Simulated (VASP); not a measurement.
A run of VASP 6.6.1 is set up as follows.

INCAR

```
PREC = Accurate ; ENCUT = 500
EDIFF = 1E-6 ; ISMEAR = 1
SIGMA = 0.02 ; LREAL = F
LASPH = T ; NELM = 120
ALGO = Normal ; ISIF = 2
LWAVE = F ; LCHARG = F
GGA = RE ; NBANDS = 15
GGA_COMPAT = F
```

Contents of KPOINTS:

```
Automatic mesh
0
Gamma
  4 4 4
```

Contents of POSCAR:

```
KBr
1.0
    4.1740236146      0.0000000000      0.0000000000
    0.0000000000      4.1740236146      0.0000000000
    0.0000000000      0.0000000000      4.1740236146
K Br
1 1
Direct
    0.0000000000      0.0000000000      0.0000000000
    0.5000000000      0.5000000000      0.5000000000
```

Potentials or basis: VASP PAW PBE potentials, release 64 (K_sv, Br).

Command:

```bash
$ cat potpaw_PBE.64/K_sv/POTCAR potpaw_PBE.64/Br/POTCAR > POTCAR
$ mpirun -np 1 vasp_std > vasp.out
```

Task: What does it give for the pressure?

Result: -0.1 GPa.

Task: Predict the band gap on the k mesh.

Result: 3.87 eV, indirect (least direct gap 4.09 eV).

Caveat: the PAW data sets were made with another functional, which shifts forces and pressure a little. A k mesh can miss the band edges.
